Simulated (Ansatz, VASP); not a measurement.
# Pt: VASP beside Ansatz

```
Pt
1.0
    -1.50292    1.58527    1.58527
     1.58527   -1.50292    1.58527
     1.58527    1.58527   -1.50292
Pt
1
Cartesian
  0.0000 0.0000 0.0000
```

Alike in both runs: task single point; functional PBE; k mesh 24 × 24 × 24; occupations gaussian, width 0.15 eV; no spin polarisation.

|  | VASP | Ansatz |
| --- | --- | --- |
| version | VASP 6.6.1 | Ansatz 0.2.0 |
| potentials or method | VASP PAW PBE potentials, release 64 (Pt), cutoff 520 eV | scalar-relativistic, plane waves, PAW |
| valence electrons in the cell | 10 | 18 |

|  | VASP | Ansatz | Ansatz less VASP |
| --- | --- | --- | --- |
| gap on the k mesh at the Fermi level (eV) | none | none | - |
| pressure (GPa) | 0.4 | 0.9 | +0.46 |
| traceless stress, the component that is largest in VASP (GPa) | -5.35 | -5.40 | -0.048 |

A gap of «none» marks a metal or a gap that the smearing closes. The functional is the same, so the differences come from potentials, cutoffs and numerics. VASP's potentials hold 10 valence electrons a cell and Ansatz's 18, so a difference there can come from the potentials and not from the codes.

Spin-orbit coupling is off throughout.
